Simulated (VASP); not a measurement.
Bi2TeO4, 7 atoms in the cell. It takes space group I4mm (No. 107, tetragonal). The conventional cell has a = 6.648 Å, b = 6.648 Å, c = 6.732 Å, α = 90.00°, β = 90.00°, γ = 90.00°. Within 3.2 Å of Bi (site symmetry 2mm) lie 4 O at 2.40 Å. Within 2.7 Å of Te (site symmetry 4mm) lie 4 O at 2.00 Å. O (site symmetry m) has 1 Te at 2.00 Å and 2 Bi at 2.40 Å and 2 O at 2.63 Å within 2.7 Å. The cell was generated, and may not be a known phase.

| Quantity | Value |
| --- | --- |
| Program | VASP 6.6.1 |
| Task | single point |
| Functional | PBE |
| Potentials or basis | VASP PAW PBE potentials, release 64 (Bi_d, Te, O) |
| Cutoff | 520 eV |
| k mesh | 3 × 3 × 3 |
| Occupations | gaussian, width 0.15 eV |
| Spin | no spin polarisation |
| Dipole correction | no |
| Further INCAR settings | ALGO = Normal; EDIFF = 1e-06; NBANDS = 39 |

Potentials or basis: VASP PAW PBE potentials, release 64 (Bi_d, Te, O).

Run with:

```console
$ cat potpaw_PBE.64/Bi_d/POTCAR potpaw_PBE.64/Te/POTCAR potpaw_PBE.64/O/POTCAR > POTCAR
$ mpirun -np 1 vasp_std > vasp.out
```

Hardware: 1 thread of Intel(R) Xeon(R) 6975P-C (Granite Rapids), with other jobs on the host.

**Question.** How long does it take, and how much memory?

**Answer.** Run time: 33 s on 1 thread of Intel(R) Xeon(R) 6975P-C (Granite Rapids) (shared host), peak memory 0.32 GiB. Counts: scf iterations 16, k points 6.
